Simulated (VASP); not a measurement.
# CdS in VASP: further runs

Runs on CdS. Level: PBE. Tasks: single point.

Program: VASP 6.6.1. These are calculated values, not measurements. Logs are shortened: lines on timing, memory, paths and dates and some standing lists are left out, and cuts for length are marked.

**1. The cell of the first run**

The cell holds a wire or tube with vacuum around it, 4 atoms: a = 11.400 Å, b = 9.300 Å, c = 4.532 Å, α = 90.00°, β = 90.00°, γ = 90.00°.

**2. Single point, PBE, collinear spin**

Input file INCAR:

```
SYSTEM = CdS
PREC     = Accurate       ! precision mode
ENCUT    = 520            ! plane-wave cutoff, eV
EDIFF    = 1E-7           ! SCF threshold, eV
ISMEAR   = 0              ! smearing method
SIGMA    = 0.05           ! smearing width, eV
LREAL    = .False.        ! projectors in reciprocal space
LASPH    = .True.         ! aspherical terms in the spheres
NELM     = 150            ! most SCF steps
ALGO     = Normal         ! electronic algorithm
ISIF     = 2              ! what is computed and relaxed
LWAVE    = .False.        ! write WAVECAR
LCHARG   = .False.        ! write CHGCAR
ISPIN    = 2              ! spin polarisation
MAGMOM   = 0.5 0.5 0.5 0.5 ! initial moments
LORBIT   = 11             ! projections on sites
GGA      = PE             ! functional
NBANDS   = 30             ! bands
```

Input file KPOINTS:

```
regular mesh
0
Gamma
  1 1 14
  0 0 0
```

Input file POSCAR:

```
CdS
1.0
   11.4000000000      0.0000000000      0.0000000000
    0.0000000000      9.3000000000      0.0000000000
    0.0000000000      0.0000000000      4.5319524936
Cd S
2 2
Direct
    0.4176870801      0.5000000000      0.0000000000
    0.5823129199      0.5000000000      0.5000000000
    0.3394095464      0.5000000000      0.5000000000
    0.6605904536      0.5000000000      0.0000000000
```

Potentials or basis: VASP PAW PBE potentials, release 64 (Cd, S).

Launch:

```bash
$ cat potpaw_PBE.64/Cd/POTCAR potpaw_PBE.64/S/POTCAR > POTCAR
$ mpirun -np 1 vasp_std > vasp.out
```

OUTCAR:

```text
SYSTEM = CdS
   PREC = Accurate
   ENCUT = 520
   EDIFF = 1E-7
   ISMEAR = 0
   LREAL = .False.
   LASPH = .True.
   NELM = 150
   ISIF = 2
   ISPIN = 2
   LORBIT = 11
   GGA = PE

 ion  position               nearest neighbor table
   1  0.418  0.500  0.000-   3 2.44   3 2.44   4 2.77   2 2.94   2 2.94
   2  0.582  0.500  0.500-   4 2.44   4 2.44   3 2.77   1 2.94   1 2.94
   3  0.339  0.500  0.500-   1 2.44   1 2.44   2 2.77
   4  0.661  0.500  0.000-   2 2.44   2 2.44   1 2.77

  LATTYP: Found a simple orthorhombic cell.
 ALAT       =     4.5319524936
 B/A-ratio  =     2.0520956504
 C/A-ratio  =     2.5154720876

  Lattice vectors:

 A1 = (   0.0000000000,   0.0000000000,  -4.5319524936)
 A2 = (   0.0000000000,   9.3000000000,   0.0000000000)
 A3 = (  11.4000000000,   0.0000000000,   0.0000000000)

Analysis of symmetry for initial positions (statically):
=====================================================================
 Subroutine PRICEL returns:
 Original cell was already a primitive cell.

 Routine SETGRP: Setting up the symmetry group for a
 simple orthorhombic supercell.

 Subroutine GETGRP returns: Found  8 space group operations
 (whereof  4 operations were pure point group operations)
 out of a pool of  8 trial point group operations.

The static configuration has the point symmetry C_2v.
 The point group associated with its full space group is D_2h.

Analysis of symmetry for dynamics (positions and initial velocities):
=====================================================================
 Subroutine PRICEL returns:
 Original cell was already a primitive cell.

 Routine SETGRP: Setting up the symmetry group for a
 simple orthorhombic supercell.

 Subroutine GETGRP returns: Found  8 space group operations
 (whereof  4 operations were pure point group operations)
 out of a pool of  8 trial point group operations.

The dynamic configuration has the point symmetry C_2v.
 The point group associated with its full space group is D_2h.

Analysis of structural, dynamic, and magnetic symmetry:
=====================================================================
 Subroutine PRICEL returns:
 Original cell was already a primitive cell.

 Routine SETGRP: Setting up the symmetry group for a
 simple orthorhombic supercell.

 Subroutine GETGRP returns: Found  8 space group operations
 (whereof  4 operations were pure point group operations)
 out of a pool of  8 trial point group operations.

The overall configuration has the point symmetry C_2v.
 The point group associated with its full space group is D_2h.

 Subroutine INISYM returns: Found  8 space group operations
 (whereof  4 operations are pure point group operations),
 and found     1 'primitive' translations

----------------------------------------------------------------------------------------

                                     Primitive cell

  volume of cell :     480.4776

  direct lattice vectors                    reciprocal lattice vectors
    11.400000000  0.000000000  0.000000000     0.087719298  0.000000000  0.000000000
     0.000000000  9.300000000  0.000000000     0.000000000  0.107526882  0.000000000
     0.000000000  0.000000000  4.531952494     0.000000000  0.000000000  0.220655446

  length of vectors
    11.400000000  9.300000000  4.531952494     0.087719298  0.107526882  0.220655446

  position of ions in fractional coordinates (direct lattice)
     0.417687080  0.500000000  0.000000000
     0.582312920  0.500000000  0.500000000
     0.339409546  0.500000000  0.500000000
     0.660590454  0.500000000  0.000000000

  ion indices of the primitive-cell ions
   primitive index   ion index
                 1           1
                 2           2
                 3           3
                 4           4

----------------------------------------------------------------------------------------

 KPOINTS: regular mesh

Automatic generation of k-mesh.
 Grid dimensions read from file:
 generate k-points for:    1    1   14

 Generating k-lattice:

  Cartesian coordinates                     Fractional coordinates (reciprocal lattice)
     0.087719298  0.000000000  0.000000000     1.000000000  0.000000000  0.000000000
     0.000000000  0.107526882  0.000000000     0.000000000  1.000000000  0.000000000
     0.000000000  0.000000000  0.015761103     0.000000000  0.000000000  0.071428571

  Length of vectors
     0.087719298  0.107526882  0.015761103

  Shift w.r.t. Gamma in fractional coordinates (k-lattice)
     0.000000000  0.000000000  0.000000000

 Subroutine IBZKPT returns following result:
 ===========================================

 Found      8 irreducible k-points:

 Following reciprocal coordinates:
            Coordinates               Weight
  0.000000  0.000000  0.000000      1.000000
  0.000000  0.000000  0.071429      2.000000
  0.000000  0.000000  0.142857      2.000000
  0.000000  0.000000  0.214286      2.000000
  0.000000  0.000000  0.285714      2.000000
  0.000000  0.000000  0.357143      2.000000
  0.000000  0.000000  0.428571      2.000000
  0.000000  0.000000  0.500000      1.000000
   k-points           NKPTS =      8   k-points in BZ     NKDIM =      8   number of bands    NBANDS=     30
   number of dos      NEDOS =    301   number of ions     NIONS =      4
   total plane-waves  NPLWV = 226800
   dimension x,y,z NGX =    90 NGY =   70 NGZ =   36
   dimension x,y,z NGXF=   180 NGYF=  140 NGZF=   72
   ions per type =               2   2
   NGX,Y,Z   is equivalent  to a cutoff of  13.12, 12.51, 13.21 a.u.
   NGXF,Y,Z  is equivalent  to a cutoff of  26.25, 25.03, 26.41 a.u.
 SYSTEM =  CdS
   PREC   = accura    normal or accurate (medium, high low for compatibility)
   ISTART =      0    job   : 0-new  1-cont  2-samecut
   ICHARG =      2    charge: 1-file 2-atom 10-const
   ISPIN  =      2    spin polarized calculation?
   LNONCOLLINEAR =      F non collinear calculations
   LSORBIT =      F    spin-orbit coupling
   LASPH  =      T    aspherical Exc in radial PAW
   ENCUT  =  520.0 eV  38.22 Ry    6.18 a.u.  21.20 17.29  8.43*2*pi/ulx,y,z
   NELM   =    150;   NELMIN=  2; NELMDL= -5     # of ELM steps
   EDIFF  = 0.1E-06   stopping-criterion for ELM
   LREAL  =      F    real-space projection
   EDIFFG = 0.1E-05   stopping-criterion for IOM
   NSW    =      0    number of steps for IOM
   IBRION =     -1    ionic relax: 0-MD 1-quasi-New 2-CG
   NFREE  =      0    steps in history (QN), initial steepest desc. (CG)
   ISIF   =      2    stress and relaxation
   ISYM   =      2    0-nonsym 1-usesym 2-fastsym
   POTIM  = 0.5000    time-step for ionic-motion
   TEBEG  =    0.0;   TEEND  =   0.0 temperature during run
   PSTRESS=    0.0 pullay stress
   NELECT =      36.0000    total number of electrons
   NUPDOWN=      -1.0000    fix difference up-down
   EMIN   =  10.00;   EMAX   =-10.00  energy-range for DOS
   EFERMI =   0.00;   METHOD = LEGACY
   ISMEAR =     0;   SIGMA  =   0.05  broadening in eV -4-tet -1-fermi 0-gaus
   EFERMI_NEDOS =   21; number of points for ismear=-14 and -15
   IALGO  =     38    algorithm
   IMIX   =      4    mixing-type and parameters
     AMIX     =   0.40;   BMIX     =  1.00
     AMIX_MAG =   1.60;   BMIX_MAG =  1.00
  volume/ion in A,a.u.               =     120.12       810.61
  Fermi-wavevector in a.u.,A,eV,Ry     =   0.690162  1.304218  6.480783  0.476324
  Thomas-Fermi vector in A             =   1.771453
   LORBIT       =     11    0 simple, 1 ext, 2 COOP (PROOUT), +10 PAW based schemes
   GGA     = PE    functional components
   LHFCALC =     F    Hartree Fock is set to
   AEXX    =    0.0000 exact exchange contribution
   IVDW    =     0    specifies the selected vdW correction
   LEPSILON=     F    determine dielectric tensor
   LRPA    =     F    only Hartree local field effects (RPA)
 spin polarized calculation
 Gauss-broadening in eV      SIGMA  =   0.05
  energy-cutoff  :      520.00
  volume of cell :      480.48
 maximum number of plane-waves:     12993
 NGX is ok and might be reduce to    90
   NGX = 43   NGY = 35   NGZ = 17

 number of electron      36.0000004 magnetization      -0.0000124

 number of electron      36.0000004 magnetization       0.0000021

 Free energy of the ion-electron system (eV)
  ---------------------------------------------------
  ext. energy  EPLUGINS =         0.00000000
  ---------------------------------------------------
  free energy    TOTEN  =       -10.12030492 eV

  energy without entropy =      -10.12030492  energy(sigma->0) =      -10.12030492

 E-fermi :  -4.3000     XC(G=0):  -2.9172

 val. band max:       -4.5249467034   @ k =   0.0000   0.0000   0.0000
 cond. band min:      -2.5585582052   @ k =   0.0000   0.0000   0.0000
 fundamental gap:      1.9663884982
 Fermi energy:        -4.2999596788

 spin component 1

 k-point     1 :       0.0000    0.0000    0.0000
  band No.  band energies     occupation
      1     -16.2531      1.00000
      2     -16.0489      1.00000
      3     -12.8255      1.00000
      4     -12.3603      1.00000
      5     -12.2563      1.00000
      6     -12.2462      1.00000
[... 253 lines left out ...]
     29       4.0320      0.00000
     30       4.0320      0.00000
 Fermi energy:        -4.2999596788

 spin component 2

 k-point     1 :       0.0000    0.0000    0.0000
  band No.  band energies     occupation
      1     -16.2531      1.00000
      2     -16.0489      1.00000
      3     -12.8255      1.00000
      4     -12.3603      1.00000
      5     -12.2563      1.00000
      6     -12.2462      1.00000
[... 253 lines left out ...]
     29       4.0325      0.00000
     30       4.0325      0.00000

------------------------ aborting loop because EDIFF is reached ----------------------------------------

  FORCE on cell =-STRESS in cart. coord.  units (eV):
  Direction    XX          YY          ZZ          XY          YZ          ZX
  --------------------------------------------------------------------------------------
  -------------------------------------------------------------------------------------
  Total        0.2104800      0.0218652      0.5031811      0.0000000      0.0000000      0.0000000
  in kB        0.7018563      0.0729108      1.6778833      0.0000000      0.0000000      0.0000000
  external PRESSURE =       0.8175501 kB  Pullay stress =       0.0000000 kB

 VOLUME and BASIS-vectors are now :
 -----------------------------------------------------------------------------
  energy-cutoff  :      520.00
  volume of cell :      480.48
      direct lattice vectors                 reciprocal lattice vectors
    11.400000000  0.000000000  0.000000000     0.087719298  0.000000000  0.000000000
     0.000000000  9.300000000  0.000000000     0.000000000  0.107526882  0.000000000
     0.000000000  0.000000000  4.531952494     0.000000000  0.000000000  0.220655446

 POSITION                                       TOTAL-FORCE (eV/Angst)
 -----------------------------------------------------------------------------------
      4.76163      4.65000      0.00000         0.016162      0.000000      0.000000
      6.63837      4.65000      2.26598        -0.016162      0.000000      0.000000
      3.86927      4.65000      2.26598        -0.066354      0.000000      0.000000
      7.53073      4.65000      0.00000         0.066354      0.000000      0.000000
 -----------------------------------------------------------------------------------
    total drift:                                0.000000      0.000000      0.000000

  FREE ENERGIE OF THE ION-ELECTRON SYSTEM (eV)
  ---------------------------------------------------
  free  energy   TOTEN  =       -10.1203049228 eV

  energy  without entropy=      -10.1203049228  energy(sigma->0) =      -10.12030492

 total charge

# of ion       s       p       d       tot
------------------------------------------
    1        0.447   0.289   9.556  10.292
    2        0.447   0.289   9.556  10.292
    3        1.340   2.338   0.000   3.678
    4        1.340   2.338   0.000   3.678
--------------------------------------------------
tot          3.574   5.255  19.112  27.941

 magnetization (x)

# of ion       s       p       d       tot
------------------------------------------
    1        0.000   0.000   0.000   0.000
    2        0.000   0.000   0.000   0.000
    3        0.000  -0.000   0.000  -0.000
    4        0.000  -0.000   0.000  -0.000
--------------------------------------------------
tot          0.000  -0.000   0.000  -0.000
```

Run time: 4.6 min. Hardware: 1 thread of Intel Xeon 6975P-C (Granite Rapids), shared host; peak memory 0.72 GiB.

Results:

| Property | Result |
| --- | --- |
| Free energy | -10.1203 eV |
| Largest force | 0.066 eV/Å |
| Band gap on the k mesh | 1.97 eV |
| Net moment | 0.00 μB per cell |
| Valence electrons inside the program's atomic spheres | Cd 10.29; S 3.68 |

Forces in eV/Å, atoms in the order of the input:
```
Cd   0.016  0.000  0.000
Cd  -0.016  0.000  0.000
S   -0.066  0.000  0.000
S    0.066  0.000  0.000
```

Levels at points of the mesh, in eV from the valence-band top:
Spin up:
| k point | band 15 | band 16 | band 17 | band 18 | band 19 | band 20 | band 21 | band 22 |
| --- | --- | --- | --- | --- | --- | --- | --- | --- |
| (0.00, 0.00, 0.00) | -1.13 | -0.81 | -0.41 | 0.00 | 1.97 | 2.05 | 4.49 | 5.29 |
| (0.00, 0.00, 0.50) | -1.19 | -1.19 | -0.19 | -0.19 | 4.00 | 4.00 | 4.14 | 4.14 |
Spin down:
```
           k point  band 15  band 16  band 17  band 18  band 19  band 20  band 21  band 22
(0.00, 0.00, 0.00)    -1.13    -0.81    -0.41     0.00     1.97     2.05     4.49     5.30
(0.00, 0.00, 0.50)    -1.19    -1.19    -0.19    -0.19     4.00     4.00     4.14     4.14
```

**3. Single point, PBE, collinear spin**

This run uses another cell than the first one.

Input file INCAR:

```
PREC     = Accurate       # precision mode
ENCUT    = 520            # plane-wave cutoff, eV
EDIFF    = 1E-6           # SCF threshold, eV
ISMEAR   = 0              # smearing method
SIGMA    = 0.05           # smearing width, eV
LREAL    = False          # projectors in reciprocal space
LASPH    = True           # aspherical terms in the spheres
NELM     = 150            # most SCF steps
ALGO     = Normal         # electronic algorithm
ISIF     = 2              # what is computed and relaxed
LWAVE    = False          # write WAVECAR
LCHARG   = True           # write CHGCAR
ISPIN    = 2              # spin polarisation
MAGMOM   = 0.5 0.5 0.5 0.5 # initial moments
LORBIT   = 11             # projections on sites
GGA      = PE             # functional
LELF     = True           # ELF
LVHAR    = True         
NBANDS   = 30             # bands
```

Input file KPOINTS:

```
Automatic mesh
0
Gamma
  1 1 14
```

Input file POSCAR:

```
CdS
1.0
   11.4000000000      0.0000000000      0.0000000000
    0.0000000000      9.3000000000      0.0000000000
    0.0000000000      0.0000000000      4.6191889430
Cd S
2 2
Direct
    0.3936370967      0.5000000000      0.0000000000
    0.6063629033      0.5000000000      0.5000000000
    0.3936370967      0.5000000000      0.5000000000
    0.6063629033      0.5000000000      0.0000000000
```

Potentials or basis: VASP PAW PBE potentials, release 64 (Cd, S).

Launch:

```bash
$ cat potpaw_PBE.64/Cd/POTCAR potpaw_PBE.64/S/POTCAR > POTCAR
$ mpirun -np 1 vasp_std > vasp.out
```

It took 4.2 min on 1 thread of Intel Xeon 6975P-C (Granite Rapids), shared host; peak memory 0.73 GiB.

It converged, with:

```
Free energy                                           : -9.3073 eV
Largest force                                         : 1.775 eV/Å
Band gap on the k mesh                                : 1.63 eV (least direct gap 2.35 eV)
Net moment                                            : 0.00 μB per cell
Valence electrons inside the program's atomic spheres : Cd 10.40; S 3.78
```

Forces in eV/Å, atoms in the order of the input:
```
Cd  -1.230  0.000  0.000
Cd   1.230  0.000  0.000
S   -1.775  0.000  0.000
S    1.775  0.000  0.000
```

Levels at points of the mesh, in eV from the valence-band top:
Spin up:
| k point | band 15 | band 16 | band 17 | band 18 | band 19 | band 20 | band 21 | band 22 |
| --- | --- | --- | --- | --- | --- | --- | --- | --- |
| (0.00, 0.00, 0.00) | -2.07 | -1.90 | -1.62 | -0.72 | 1.63 | 2.63 | 4.82 | 4.97 |
| (0.00, 0.00, 0.50) | -0.60 | -0.60 | -0.36 | -0.36 | 3.97 | 3.97 | 4.73 | 4.73 |
Spin down:
| k point | band 15 | band 16 | band 17 | band 18 | band 19 | band 20 | band 21 | band 22 |
| --- | --- | --- | --- | --- | --- | --- | --- | --- |
| (0.00, 0.00, 0.00) | -2.07 | -1.90 | -1.62 | -0.72 | 1.63 | 2.63 | 4.82 | 4.97 |
| (0.00, 0.00, 0.50) | -0.60 | -0.60 | -0.36 | -0.36 | 3.97 | 3.97 | 4.73 | 4.73 |
